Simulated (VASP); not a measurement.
Input of a VASP 6.6.1 run:

INCAR

```
PREC = Accurate
ENCUT = 750
EDIFF = 1E-6
ISMEAR = 0
SIGMA = 0.01
LREAL = F
LASPH = T
NELM = 120
ALGO = Normal
ISIF = 2
LWAVE = F
LCHARG = F
GGA = PE
NBANDS = 13
GGA_COMPAT = F
```

KPOINTS

```
regular mesh
0
Gamma
  6 6 6
```

POSCAR

```
Li2O
1.0
    0.0000000000      2.2074644680      2.2074644680
    2.2074644680      0.0000000000      2.2074644680
    2.2074644680      2.2074644680      0.0000000000
O Li
1 2
Direct
    0.0000000000      0.0000000000      0.0000000000
    0.2500000000      0.2500000000      0.2500000000
    0.7500000000      0.7500000000      0.7500000000
```

Potentials or basis: VASP PAW PBE potentials, release 64 (O, Li_sv).

The run is started by

```bash
$ cat potpaw_PBE.64/O/POTCAR potpaw_PBE.64/Li_sv/POTCAR > POTCAR
$ mpirun -np 1 vasp_std > vasp.out
```

(1) What does it give for the band gap on the k mesh?

(2) What does it give for the pressure?

Answers

(1) 5.23 eV, indirect (least direct gap 6.33 eV).

(2) 14.5 GPa.
